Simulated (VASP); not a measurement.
Here is a VASP 6.6.1 calculation.

INCAR

```
SYSTEM = Be3Bi
PREC = Accurate ; ENCUT = 600
EDIFF = 1E-6 ; ISMEAR = 0
SIGMA = 0.1 ; LREAL = .FALSE.
LASPH = .TRUE. ; NELM = 120
ALGO = Normal ; ISIF = 2
LWAVE = .FALSE. ; LCHARG = .FALSE.
GGA = PE ; NBANDS = 31
GGA_COMPAT = .FALSE.
```

File KPOINTS:

```
regular mesh
0
G
  6 6 10
  0 0 0
```

File POSCAR:

```
Be3Bi
1.0
    6.2535231026      0.0000000000      0.0000000000
   -3.1267615513      5.4157098700      0.0000000000
    0.0000000000      0.0000000000      3.5790932696
Be Bi
6 2
Direct
    0.2102670899      0.1956088339      0.2500000000
    0.0146582560      0.2102670899      0.7500000000
    0.8043911661      0.0146582560      0.2500000000
    0.7897329101      0.8043911661      0.7500000000
    0.9853417440      0.7897329101      0.2500000000
    0.1956088339      0.9853417440      0.7500000000
    0.3333333333      0.6666666667      0.2500000000
    0.6666666667      0.3333333333      0.7500000000
```

Potentials or basis: VASP PAW PBE potentials, release 64 (Be, Bi_d).

Run with:

```bash
$ cat potpaw_PBE.64/Be/POTCAR potpaw_PBE.64/Bi_d/POTCAR > POTCAR
$ mpirun -np 1 vasp_std > vasp.out
```

Problem. What does it give for the band gap on the k mesh?

Solution. Zero (bands 21 and 22 overlap by 3.91 eV).

Problem. Predict the largest force.

Solution. 0.010 eV/Å.

Problem. What does it give for the pressure?

Solution. 0.1 GPa.

Forces in eV/Å, atoms in the order of the input:
```
Be   0.008  0.005  0.000
Be   0.000  0.010  0.000
Be  -0.008  0.005  0.000
Be  -0.008 -0.005  0.000
Be   0.000 -0.010  0.000
Be   0.008 -0.005  0.000
Bi   0.000  0.000  0.000
Bi   0.000  0.000  0.000
```

Caveat: spin-orbit coupling is left out, which moves the levels of the heavy elements.
